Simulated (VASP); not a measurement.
Runs of VASP 6.6.1 on As. The structure is that of space group Pm-3m (No. 221), or close to it. The cells are those of the table. 

```csv
task,cell,k mesh,cutoff (eV),gap on the mesh (eV),pressure (GPa)
single point,"a = 2.633 Å, 1 atom",13 × 13 × 13,520,none,12.7
single point,"a = 2.748 Å, 1 atom",19 × 19 × 19,520,none,-0.1
single point,"a = 2.748 Å, 1 atom",12 × 12 × 12,520,none,(a)
single point,"a = 2.748 Å, 1 atom",13 × 13 × 13,520,none,(c)
single point,"a = 2.784 Å, 1 atom",13 × 13 × 13,520,none,-2.9
single point,"a = 2.854 Å, 1 atom",13 × 13 × 13,520,none,-6.8
single point,"a = 2.711 Å, 1 atom",13 × 13 × 13,520,none,(b)
single point,"a = 2.673 Å, 1 atom",13 × 13 × 13,520,none,7.4
relaxation of cell and atoms,"relaxed from a = 2.704 Å, 1 atom",12 × 12 × 12,600,none,0.0
single point,"a = 2.819 Å, 1 atom",13 × 13 × 13,520,none,-5.1
```

Alike in all rows: level revPBE; potentials or basis VASP PAW PBE potentials, release 64 (As); no spin polarisation; smearing fermi-dirac 0.1 eV.

Q: Fill in the values left out.

A: (a) 0.1; (b) 3.1; (c) -0.2.

Caveats: the PAW data sets were made with another functional, which shifts forces and pressure a little.

A k mesh can miss the band edges, and the runs leave out spin-orbit coupling on As.

A gap of «none» marks levels without a gap at the run's occupations.
